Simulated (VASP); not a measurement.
Runs of VASP 6.6.1 on SrO. The structure is that of space group Fm-3m (No. 225), or close to it. The cells are those of the table. 

| task | level | potentials or basis | cell | k mesh | cutoff (eV) | smearing | grid for exact exchange (PRECFOCK) | screening parameter | gap on the mesh (eV) | pressure (GPa) | relaxed volume (Å³/atom) |
| --- | --- | --- | --- | --- | --- | --- | --- | --- | --- | --- | --- |
| single point | PBE | VASP PAW PBE potentials, release 64 (Sr_sv, O) | a = 3.649 Å, angles 60.0°, 2 atoms | 8 × 8 × 8 | 520 | fermi-dirac 0.02 eV | - | - | 3.27 | 2.4 | - |
| single point | HSE06 | VASP PAW PBE potentials, release 64 (Sr_sv, O) | a = 3.644 Å, angles 60.0°, 2 atoms | 6 × 6 × 6 | 520 | fermi-dirac 0.02 eV | Normal | 0.2079 1/Å | 4.74 | 0.5 | - |
| single point | PBE | VASP PAW PBE potentials, release 64 (Sr_sv, O) | a = 3.673 Å, angles 60.0°, 2 atoms | 8 × 8 × 8 | 520 | fermi-dirac 0.02 eV | - | - | 3.28 | 0.5 | - |
| single point | LDA | VASP PAW LDA potentials, release 64 (Sr_sv, O) | a = 3.581 Å, angles 60.0°, 2 atoms | 8 × 8 × 8 | 520 | fermi-dirac 0.02 eV | - | - | 3.06 | (b) | - |
| single point | r2SCAN | VASP PAW PBE potentials, release 64 (Sr_sv, O) | a = 3.649 Å, angles 60.0°, 2 atoms | 8 × 8 × 8 | 520 | fermi-dirac 0.02 eV | - | - | 3.75 | 0.5 | - |
| relaxation of cell and atoms | PBE | VASP PAW PBE potentials, release 64 (Sr_sv, O) | relaxed from a = 3.629 Å, angles 60.0°, 2 atoms | 8 × 8 × 8 | 600 | fermi-dirac 0.02 eV | - | - | 3.28 | 0.0 | (a) |
| relaxation of cell and atoms | PBEsol | VASP PAW PBE potentials, release 64 (Sr_sv, O) | relaxed from a = 3.673 Å, angles 60.0°, 2 atoms | 8 × 8 × 8 | 600 | fermi-dirac 0.02 eV | - | - | 3.15 | 0.0 | 16.90 |
| single point | PBEsol | VASP PAW PBE potentials, release 64 (Sr_sv, O) | a = 3.622 Å, angles 60.0°, 2 atoms | 8 × 8 × 8 | 520 | fermi-dirac 0.02 eV | - | - | 3.15 | (c) | - |
| dielectric tensor | PBE | VASP PAW PBE potentials, release 64 (Sr_sv, O) | a = 3.649 Å, angles 60.0°, 2 atoms | 8 × 8 × 8 | 520 | gaussian 0.01 eV | - | - | 3.27 | - | - |
| relaxation of cell and atoms | LDA | VASP PAW LDA potentials, release 64 (Sr_sv, O) | relaxed from a = 3.673 Å, angles 60.0°, 2 atoms | 8 × 8 × 8 | 600 | fermi-dirac 0.02 eV | - | - | 3.07 | 0.0 | 16.34 |
| single point | LDA | VASP PAW LDA potentials, release 64 (Sr_sv, O) | a = 3.649 Å, angles 60.0°, 2 atoms | 8 × 8 × 8 | 520 | gaussian 0.01 eV | - | - | 3.11 | -4.5 | - |

Alike in all rows: no spin polarisation.

Estimate the missing entries.

(a) 17.62; (b) 0.8; (c) 0.6.

Caveats: the PAW data sets were made with another functional, which shifts forces and pressure a little (some runs).

A k mesh can miss the band edges, and the runs leave out spin-orbit coupling on Sr.
